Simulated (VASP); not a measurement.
# Na2S: single point with PBE

Na2S:

```
Na S
1.0
     0.00000    3.39352    3.26300
     3.39352    0.00000    3.26300
     3.39352    3.39352    0.00000
Na S
2 1
Direct
  0.25000 0.25000 0.25000
  0.75000 0.75000 0.75000
  0.00000 0.00000 0.00000
```

This cell differs from its parent crystal: strain +0.040 along x and y, +0.000 along z.

```
Program                : VASP 6.6.1
Task                   : single point
Functional             : PBE
Potentials or basis    : VASP PAW PBE potentials, release 64 (Na_pv, S)
Cutoff                 : 500 eV
k mesh                 : 6 × 6 × 6
Occupations            : gaussian, width 0.05 eV
Spin                   : no spin polarisation
Dipole correction      : no
Further INCAR settings : ALGO = Normal; EDIFF = 1e-06; NBANDS = 17
```

```yaml
Pressure: -1.5 GPa
Band_gap_on_the_k_mesh: 2.21 eV
```

Stress tensor (GPa, compression positive):
```
-1.97  0.00  0.00
 0.00 -1.97  0.00
 0.00  0.00 -0.52
```

Levels at points of the mesh, in eV from the valence-band top:
```csv
k point,band 7,band 8,band 9,band 10,band 11,band 12,band 13,band 14
"(0.00, 0.00, 0.00)",-10.09,-0.06,-0.06,0.00,2.21,7.44,7.47,7.47
"(0.50, 0.00, 0.00)",-9.89,-1.57,-0.22,-0.12,4.44,6.12,6.80,7.10
"(0.50, 0.50, 0.00)",-9.82,-1.33,-0.54,-0.54,3.76,5.57,8.10,9.16
"(0.50, 0.00, 0.50)",-9.83,-1.45,-0.44,-0.43,3.77,5.82,7.72,9.06
```

Run time: 34 s on 1 thread of Intel Xeon 8259CL (shared host), peak memory 0.17 GiB.

Caveat: the cell differs from its parent crystal (strain +0.040 along x and y, +0.000 along z).
